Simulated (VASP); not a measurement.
The system is CsI.

```xyz
2
Lattice="4.6081 0.0000 0.0000 0.0000 4.6081 0.0000 0.0000 0.0000 4.6081" Properties=species:S:1:pos:R:3 pbc="T T T"
Cs    0.0000    0.0000    0.0000
I     2.3040    2.3040    2.3040
```

Base run:

```yaml
Program: VASP 6.6.1
Functional: PBE
Potentials_or_basis: VASP PAW PBE potentials, release 64 (Cs_sv, I)
Cutoff: 500 eV
k_mesh: 4 × 4 × 4
Occupations: gaussian, width 0.01 eV
Spin: no spin polarisation
```

Its results: band gap on the k mesh 3.79 eV, indirect (least direct gap 3.88 eV); pressure 0.5 GPa.

Q: The run is repeated on the same cell with these changes: functional from PBE to PBE0; cutoff from 500 eV to 400 eV. What comes out?

A: Band gap on the k mesh 5.47 eV, indirect (least direct gap 5.58 eV); pressure 0.1 GPa.

PBE0 gives the wider gap, since exact exchange removes part of the self-interaction.

Caveats: spin-orbit coupling is left out, which moves the levels of the heavy elements; the PAW data sets were made with another functional, which shifts forces and pressure a little (some runs).

A k mesh can miss the band edges.
